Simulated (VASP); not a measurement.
Write the native input for VASP 6.6.1 that does the following.

- Task: relaxation of cell and atoms
- Functional: r2SCAN
- Dispersion: D3(BJ)
- Potentials or basis: VASP PAW PBE potentials, release 64 (V_sv)
- Cutoff: 600 eV
- k mesh: 12 × 12 × 12
- Occupations: fermi-dirac, width 0.05 eV
- Spin: collinear spin, ferromagnetic start
- Starting moments: [2.0] μB
- Dipole correction: no
- Further INCAR settings: ALGO = Normal; EDIFF = 1e-06; IBRION = 2; EDIFFG = -0.01; NSW = 60; ISIF = 3

V:

```
V
1.0
    -1.51435    1.51435    1.51435
     1.51435   -1.51435    1.51435
     1.51435    1.51435   -1.51435
V
1
Direct
  0.00000 0.00000 0.00000
```

One way to write it, as run:

POSCAR

```
V
1.0
   -1.5143500000      1.5143500000      1.5143500000
    1.5143500000     -1.5143500000      1.5143500000
    1.5143500000      1.5143500000     -1.5143500000
V
1
Direct
    0.0000000000      0.0000000000      0.0000000000
```

INCAR.step1

```
ALGO     = Normal         # electronic algorithm
EDIFF    = 1E-4           # SCF threshold, eV
ENCUT    = 600            # plane-wave cutoff, eV
GGA      = PE             # functional
ISMEAR   = -1             # smearing method
ISPIN    = 2              # spin polarisation
LASPH    = True           # aspherical terms in the spheres
LCHARG   = False          # write CHGCAR
LMAXMIX  = 4              # l up to which the mixer works
LREAL    = False          # projectors in reciprocal space
LWAVE    = True           # write WAVECAR
MAGMOM   = 2              # initial moments
NELM     = 150            # most SCF steps
PREC     = Accurate       # precision mode
SIGMA    = 0.05           # smearing width, eV
```

INCAR.step2

```
ALGO     = Normal         # electronic algorithm
EDIFF    = 1E-6           # SCF threshold, eV
EDIFFG   = -0.01          # ionic threshold
ENCUT    = 600            # plane-wave cutoff, eV
IBRION   = 2              # ionic algorithm
ISIF     = 3              # what is computed and relaxed
ISMEAR   = -1             # smearing method
ISPIN    = 2              # spin polarisation
ISTART   = 1            
IVDW     = 12             # dispersion correction
LASPH    = True           # aspherical terms in the spheres
LCHARG   = False          # write CHGCAR
LMAXMIX  = 4              # l up to which the mixer works
LMIXTAU  = True         
LORBIT   = 11             # projections on sites
LREAL    = False          # projectors in reciprocal space
LWAVE    = False          # write WAVECAR
MAGMOM   = 2              # initial moments
METAGGA  = R2SCAN         # meta-GGA
NELM     = 150            # most SCF steps
NSW      = 60             # ionic steps
PREC     = Accurate       # precision mode
SIGMA    = 0.05           # smearing width, eV
VDW_A1   = 0.49484001   
VDW_A2   = 5.73083694   
VDW_S6   = 1.0          
VDW_S8   = 0.78981345
```

KPOINTS

```
k-points
0
Gamma
  12 12 12
```

Potentials or basis: VASP PAW PBE potentials, release 64 (V_sv).

Launch:

```bash
$ cat potpaw_PBE.64/V_sv/POTCAR > POTCAR
$ cp INCAR.step1 INCAR
$ mpirun -np 1 vasp_std > vasp.out
$ cp INCAR.step2 INCAR
$ mpirun -np 1 vasp_std > vasp.out
```

It gave:

```yaml
Relaxed_volume: 13.04 Å³/atom
Relaxed_cell: a = 2.568 Å, b = 2.568 Å, c = 2.568 Å, α = 109.47°, β = 109.47°, γ = 109.47°
Space_group_after_relaxing_to_0.05_Å: Im-3m (No. 229)
Energy_gained_by_relaxing: 31.3 meV/atom
Ionic_steps: 4
Pressure_after_relaxing: 0.0 GPa
Net_moment: 0.00 μB per cell
Valence_electrons_inside_the_program's_atomic_spheres: V 11.68
Dispersion_energy_per_atom: -0.330 eV
```

Caveat: the PAW data sets were made with another functional, which shifts forces and pressure a little; pairwise dispersion overbinds metals, which lowers pressure and volume.

Run time: 4.2 min on 1 thread of Intel(R) Xeon(R) 6975P-C (Granite Rapids), on a shared host, peak memory 0.19 GiB.
